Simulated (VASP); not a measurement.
Wanted: the native input for a VASP 6.6.1 run.

| Item | Value |
| --- | --- |
| Task | single point |
| Functional | PBE |
| Potentials or basis | VASP PAW PBE potentials, release 64 (V_sv) |
| Cutoff | 520 eV |
| k mesh | 21 × 21 × 10 |
| Occupations | gaussian, width 0.15 eV |
| Spin | no spin polarisation |
| Dipole correction | no |
| Further INCAR settings | ALGO = Fast; EDIFF = 1e-07; NBANDS = 20 |

The structure of V lies in POSCAR:

```
V
1.0
    2.6042941027      0.0000000000      0.0000000000
   -1.3021470513      2.2553848518      0.0000000000
    0.0000000000      0.0000000000      4.7233360000
V
2
Direct
    0.6666666667      0.3333333333      0.7023641765
    0.3333333333      0.6666666667      0.2500000000
```

This cell differs from its parent crystal: atom 1 (V) moved by (+0.000, -0.225) A along [1 1 0] and z.

One way to write it, as run:

INCAR

```
  PREC = Accurate
  ENCUT = 520
  EDIFF = 1E-7
  ISMEAR = 0
  SIGMA = 0.15
  LREAL = F
  LASPH = T
  NELM = 80
  ALGO = Fast
  ISIF = 2
  LWAVE = F
  LCHARG = F
  GGA = PE
  NBANDS = 20
```

KPOINTS

```
Automatic mesh
0
Gamma
  21 21 10
```

Potentials or basis: VASP PAW PBE potentials, release 64 (V_sv).

Run with:

```sh
$ cat potpaw_PBE.64/V_sv/POTCAR > POTCAR
$ mpirun -np 1 vasp_std > vasp.out
```

Results of the run:

| Quantity | Value |
| --- | --- |
| Pressure | 4.2 GPa |
| Largest force | 2.190 eV/Å |
| Band gap on the k mesh | zero (bands 13 and 14 overlap by 1.70 eV) |

Caveat: the cell differs from its parent crystal (atom 1 (V) moved by (+0.000, -0.225) A along [1 1 0] and z); the cell stands under pressure; forces of over 1 eV/Å act on the atoms, so gaps and moduli don't describe the material at rest.

Run time: 6.6 min on 1 thread of Intel Xeon 8259CL, with other jobs on the host, peak memory 0.29 GiB.
